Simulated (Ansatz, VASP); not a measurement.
# Hf in VASP and in Ansatz

The input INCAR:

```
  ALGO = Normal
  EDIFF = 1E-8
  ENCUT = 400
  GGA = PE
  GGA_COMPAT = False
  ISIF = 2
  ISMEAR = -1
  LASPH = True
  LCHARG = False
  LEFG = True
  LREAL = False
  LWAVE = False
  NBANDS = 17
  NELM = 120
  PREC = Accurate
  SIGMA = 0.05
```

KPOINTS

```
k-points
0
Gamma
  13 13 7
```

POSCAR

```
Hf
1.0
    3.1808339174      0.0000000000      0.0000000000
   -1.5904169587      2.7546829777      0.0000000000
    0.0000000000      0.0000000000      5.1083780000
Hf
2
Direct
    0.3333333333      0.6666666667      0.2500000000
    0.6666666667      0.3333333333      0.7500000000
```

Input for Ansatz:

```yaml
crystal:
  lattice:
    - [3.1808339174, 0.0, 0.0]
    - [-1.5904169587, 2.7546829777, 0.0]
    - [0.0, 0.0, 5.108378]
  atoms:
    - { symbol: Hf, position: [0.3333333333, 0.6666666667, 0.25] }
    - { symbol: Hf, position: [0.6666666667, 0.3333333333, 0.75] }
kpoints:
  mp_grid: { grid: [13, 13, 7] }
scf:
  occupations: { method: fermi_dirac, width: 0.05 }
hamiltonian:
  xc: pbe
  pseudopotentials: { kind: paw }
output:
  forces: true
  stress: true
  eigenvalues: true
  efg: { contact_densities: true }
```

Change from the starting cell: z stretched by +1 % at fixed volume, PAW files.

Alike in both runs: task electric field gradients; functional PBE; k mesh 13 × 13 × 7; occupations fermi-dirac, width 0.05 eV; no spin polarisation.

```csv
,VASP,Ansatz
version,VASP 6.6.1,Ansatz 0.2.0
potentials or method,"VASP PAW PBE potentials, release 64 (Hf_pv)","PAW with Ansatz's default frozen-core files, scalar-relativistic"
plane-wave cutoff (eV),400,420
valence electrons in the cell,20,52
```

|  | VASP | Ansatz | Ansatz less VASP |
| --- | --- | --- | --- |
| pressure (GPa) | 0.2 | 0.7 | +0.50 |
| traceless stress, the component that is largest in VASP (GPa) | -1.39 | -1.33 | +0.065 |
| size of Vzz on the site where it differs most (V/Å²) | 67.2 | 76.2 | +9.03 |

VASP's potentials hold 20 valence electrons a cell and Ansatz's 52, so a difference there can come from the potentials and not from the codes.

Spin-orbit coupling is off throughout.
